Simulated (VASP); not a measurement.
TaN: single point with PBEsol

Crystal: TaN.

```
CELL_PARAMETERS angstrom
2.93800 0.00000 0.00000
-1.46900 2.54438 0.00000
0.00000 0.00000 2.88300
ATOMIC_POSITIONS crystal
Ta 0.00000 0.00000 0.50000
N 0.66667 0.33333 0.00000
```

```
Program             : VASP 6.6.1
Task                : single point
Functional          : PBEsol
Potentials or basis : VASP PAW PBE potentials, release 64 (Ta_pv, N)
Cutoff              : 520 eV
k mesh              : 10 × 10 × 9
Occupations         : methfessel-paxton, width 0.1 eV
Spin                : no spin polarisation
```

The pressure is -4.1 GPa and the band gap on the k mesh is zero (band 8 reaches 8.30 eV, above the bottom of band 9 at 8.01 eV).

Stress tensor (GPa, compression positive):
```
-4.04  0.00  0.00
 0.00 -4.04  0.00
 0.00  0.00 -4.18
```

Levels at points of the mesh, in eV from the Fermi level:
```
           k point  band 6  band 7  band 8  band 9  band 10  band 11
(0.00, 0.00, 0.00)   -4.71   -4.37   -3.06    2.07     3.45     3.45
(0.50, 0.00, 0.00)   -5.34   -3.65   -3.31    2.84     3.90     5.06
```

Run time: 8.1 s on 1 thread of Intel(R) Xeon(R) Platinum 8559C (Emerald Rapids) (shared host), peak memory 0.15 GiB.

Caveat: the PAW data sets were made with another functional, which shifts forces and pressure a little; spin-orbit coupling is left out, which moves the levels of the heavy elements.
